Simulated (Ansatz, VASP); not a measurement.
# One calculation of BAs, two programs

File INCAR:

```
PREC = Accurate
ENCUT = 520
EDIFF = 1E-7
ISMEAR = -1
SIGMA = 0.05
LREAL = F
LASPH = T
NELM = 60
ALGO = Normal
ISIF = 2
LWAVE = F
LCHARG = T
LELF = T
LVHAR = T
NBANDS = 11
```

File KPOINTS:

```
regular mesh
0
Gamma
  10 10 10
```

The input POSCAR:

```
BAs
1.0
    0.0000000000      2.3724693156      2.3724693156
    2.3724693156      0.0000000000      2.3724693156
    2.3724693156      2.3724693156      0.0000000000
As B
1 1
Direct
    0.7500000000      0.7500000000      0.7500000000
    0.0000000000      0.0000000000      0.0000000000
```

File input.yaml:

```yaml
crystal:
  lattice:
    - [0.0, 2.3724693156, 2.3724693156]
    - [2.3724693156, 0.0, 2.3724693156]
    - [2.3724693156, 2.3724693156, 0.0]
  atoms:
    - { symbol: As, position: [0.75, 0.75, 0.75] }
    - { symbol: B, position: [0.0, 0.0, 0.0] }
hamiltonian:
  xc: lda
  pseudopotentials: { kind: paw }
kpoints:
  mp_grid: { grid: [10, 10, 10] }
scf:
  occupations: { method: fermi_dirac, width: 0.05 }
output:
  forces: true
  stress: true
  eigenvalues: true
  write_density: true
  write_potential: true
  elf: true
  volumetric_format: npy
```

Alike in both runs: task single point; functional LDA; k mesh 10 × 10 × 10; occupations fermi-dirac, width 0.05 eV; no spin polarisation.

|  | VASP | Ansatz |
| --- | --- | --- |
| version | VASP 6.6.1 | Ansatz 0.2.0 |
| potentials or method | VASP PAW LDA potentials, release 64 (As, B) | Ansatz PAW |
| plane-wave cutoff (eV) | 520 | 420 |
| valence electrons in the cell | 8 | 18 |

|  | VASP | Ansatz | Ansatz less VASP |
| --- | --- | --- | --- |
| gap on the k mesh at the Fermi level (eV) | 1.10 | 1.11 | +0.008 |
| least direct gap on the mesh (eV) | 3.28 | 3.28 | +0.004 |
| pressure (GPa) | -0.2 | -1.2 | -0.92 |

LDA's correlation is that of Perdew and Zunger in VASP and of Perdew and Wang (1992) in Ansatz. VASP's potentials hold 8 valence electrons a cell and Ansatz's 18, so a difference there can come from the potentials and not from the codes.
